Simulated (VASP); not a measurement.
Here is a VASP 6.6.1 calculation.

The input INCAR:

```
PREC = Accurate
ENCUT = 520
EDIFF = 1E-6
ISMEAR = 0
SIGMA = 0.15
LREAL = F
LASPH = T
NELM = 60
ALGO = Normal
ISIF = 2
LWAVE = F
LCHARG = F
GGA = PS
NBANDS = 14
```

Contents of KPOINTS:

```
regular mesh
0
Gamma
  18 18 18
```

The input POSCAR:

```
ZrB
1.0
    0.0000000000      2.4121875000      2.4121875000
    2.3250000000      0.0871875000      2.3250000000
    2.3250000000      2.3250000000      0.0871875000
Zr B
1 1
Direct
    0.0000000000      0.0000000000      0.0000000000
    0.5000000000      0.5000000000      0.5000000000
```

Potentials or basis: VASP PAW PBE potentials, release 64 (Zr_sv, B).

Launch:

```sh
$ cat potpaw_PBE.64/Zr_sv/POTCAR potpaw_PBE.64/B/POTCAR > POTCAR
$ mpirun -np 1 vasp_std > vasp.out
```

Problem. What does it give for the band gap on the k mesh?

Solution. Zero (an odd number of electrons rules out a gap without spin polarisation).

Problem. Predict the pressure.

Solution. 30.0 GPa.

Stress tensor (GPa, compression positive):
```
29.80  0.00  0.00
 0.00 30.06 -4.15
 0.00 -4.15 30.06
```

Caveat: the cell differs from its parent crystal (strain +0.0750 x Voigt [0, 0, 0, 1, 0, 0]); the cell stands under pressure; the PAW data sets were made with another functional, which shifts forces and pressure a little.
